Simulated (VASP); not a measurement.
## BeSe: relaxation of cell and atoms with PBE

Crystal: BeSe.

```
Be Se
1.0
     0.00000    4.85294    4.85294
     4.85294    0.00000    4.85294
     4.85294    4.85294    0.00000
Be Se
5 5
Cartesian
  2.4265 2.4265 2.4265
  8.6155 5.9433 5.9433
  5.9433 8.6155 5.9433
  5.9433 5.9433 8.6155
  8.6155 8.6155 8.6155
  1.1738 1.1738 1.1738
  3.6791 1.1738 3.6791
  3.6791 3.6791 1.1738
  1.1738 3.6791 3.6791
  7.2794 7.2794 7.2794
```

```yaml
Program: VASP 6.6.1
Task: relaxation of cell and atoms
Functional: PBE
Potentials_or_basis: VASP PAW PBE potentials, release 64 (Be, Se)
Cutoff: 600 eV
k_mesh: 4 × 4 × 4
Occupations: gaussian, width 0.02 eV
Spin: no spin polarisation
Dipole_correction: no
Further_INCAR_settings: ALGO = Normal; EDIFF = 1e-07; IBRION = 2; EDIFFG = -0.01; NSW = 100; ISIF = 3
```

```
Relaxed volume                         : 22.93 Å³/atom
Relaxed cell                           : a = 6.871 Å, b = 6.871 Å, c = 6.871 Å, α = 60.00°, β = 60.00°, γ = 60.00°
Space group after relaxing (to 0.05 Å) : F-43m (No. 216)
Energy gained by relaxing              : 0.0 meV/atom
Ionic steps                            : 4
Pressure after relaxing                : 0.0 GPa
Largest force after relaxing           : 0.004 eV/Å
Band gap on the k mesh                 : 2.56 eV, direct
```

Forces in eV/Å, atoms in the order of the input:
```
Be   0.000  0.000  0.000
Be   0.002 -0.002 -0.002
Be  -0.002  0.002 -0.002
Be  -0.002 -0.002  0.002
Be   0.002  0.002  0.002
Se   0.000  0.000  0.000
Se   0.000  0.000  0.000
Se   0.000  0.000  0.000
Se   0.000  0.000  0.000
Se   0.000  0.000  0.000
```

The path:
| step | energy change (eV) | largest force (eV/Å) | pressure (GPa) | volume (Å³) |
| --- | --- | --- | --- | --- |
| 1 | 0.0000 | 0.0099 | 0.18 | 228.58 |
| 2 | -0.0004 | 0.0156 | -0.03 | 229.44 |
| 3 | -0.0004 | 0.0112 | 0.01 | 229.29 |
| 4 | -0.0004 | 0.0038 | 0.00 | 229.34 |

Final structure:
```
Be Se
1.0
     0.00000    4.85831    4.85831
     4.85831    0.00000    4.85831
     4.85831    4.85831    0.00000
Be Se
5 5
Direct
  0.25000 0.25000 0.25000
  0.33695 0.88768 0.88768
  0.88768 0.33695 0.88768
  0.88768 0.88768 0.33695
  0.88768 0.88768 0.88768
  0.12093 0.12093 0.12093
  0.12093 0.63720 0.12093
  0.12093 0.12093 0.63720
  0.63720 0.12093 0.12093
  0.75000 0.75000 0.75000
```

Levels at points of the mesh, in eV from the valence-band top:
| k point | band 16 | band 17 | band 18 | band 19 | band 20 | band 21 | band 22 | band 23 | band 24 | band 25 |
| --- | --- | --- | --- | --- | --- | --- | --- | --- | --- | --- |
| (0.00, 0.00, 0.00) | -0.35 | -0.35 | 0.00 | 0.00 | 0.00 | 2.56 | 4.16 | 4.16 | 4.16 | 4.54 |
| (0.50, 0.00, 0.00) | -1.12 | -1.12 | -0.33 | -0.33 | -0.33 | 3.21 | 3.84 | 4.82 | 4.82 | 4.90 |
| (0.50, 0.50, 0.00) | -1.52 | -1.40 | -1.40 | -0.37 | -0.37 | 4.27 | 4.44 | 4.44 | 4.72 | 5.01 |

Run time: 120 s on 1 thread of Intel(R) Xeon(R) 6975P-C (Granite Rapids), with other jobs on the host, peak memory 0.46 GiB.

A hybrid or GW would open this gap; PBE tends to underestimate it.
